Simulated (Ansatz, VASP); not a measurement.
Two plane-wave programs on BAs3

```
B As
1.0
     4.07078    0.00000    0.00000
     0.00000    4.07078    0.00000
     0.00000    0.00000    4.07078
B As
1 3
Direct
  0.00000 0.00000 0.00000
  0.00000 0.50000 0.50000
  0.50000 0.00000 0.50000
  0.50000 0.50000 0.00000
```

Alike in both runs: functional PBE; k mesh 12 × 12 × 12; occupations gaussian, width 0.1 eV; no spin polarisation.

Ansatz relaxed the structure, and its values are those at the end. VASP's run is a single point on that final structure, the one shown.

|  | VASP | Ansatz |
| --- | --- | --- |
| version | VASP 6.6.1 | Ansatz 0.2.0 |
| potentials or method | VASP PAW PBE potentials, release 64 (B, As), cutoff 520 eV | scalar-relativistic, plane waves, PAW |
| valence electrons in the cell | 18 | 48 |

|  | VASP | Ansatz | Ansatz less VASP |
| --- | --- | --- | --- |
| gap on the k mesh at the Fermi level (eV) | none | none | - |
| pressure (GPa) | 0.1 | 0.0 | -0.08 |

A gap of «none» marks a metal or a gap that the smearing closes. VASP's potentials hold 18 valence electrons a cell and Ansatz's 48, so a difference there can come from the potentials and not from the codes.
